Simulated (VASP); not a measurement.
A run of VASP 6.6.1:

INCAR

```
  PREC = Accurate
  ENCUT = 520
  EDIFF = 1E-6
  ISMEAR = 0
  SIGMA = 0.1
  LREAL = False
  LASPH = True
  NELM = 60
  ALGO = Normal
  ISIF = 2
  LWAVE = False
  LCHARG = False
  LDIPOL = True
  IDIPOL = 3
  DIPOL = 0.5 0.5 0.308
  GGA = PE
  NBANDS = 15
```

The input KPOINTS:

```
regular mesh
0
Gamma
  16 16 1
```

The input POSCAR:

```
Os
1.0
    3.4169103213      0.0000000000      0.0000000000
    0.0000000000      3.4169103213      0.0000000000
    0.0000000000      0.0000000000     24.3362944000
Os
2
Direct
    0.5000000000      0.0000000000      0.3126202079
    0.0000000000      0.5000000000      0.3037431444
```

Potentials or basis: VASP PAW PBE potentials, release 64 (Os).

Launch:

```console
$ cat potpaw_PBE.64/Os/POTCAR > POTCAR
$ mpirun -np 1 vasp_std > vasp.out
```

Hardware: 1 thread of Intel Xeon 8259CL, with other jobs on the host.

Task: Estimate the wall time of this run.

Result: It took 7.4 min on 1 thread of Intel Xeon 8259CL, with other jobs on the host, peak memory 0.48 GiB. Counts: scf iterations 20, k points 45.
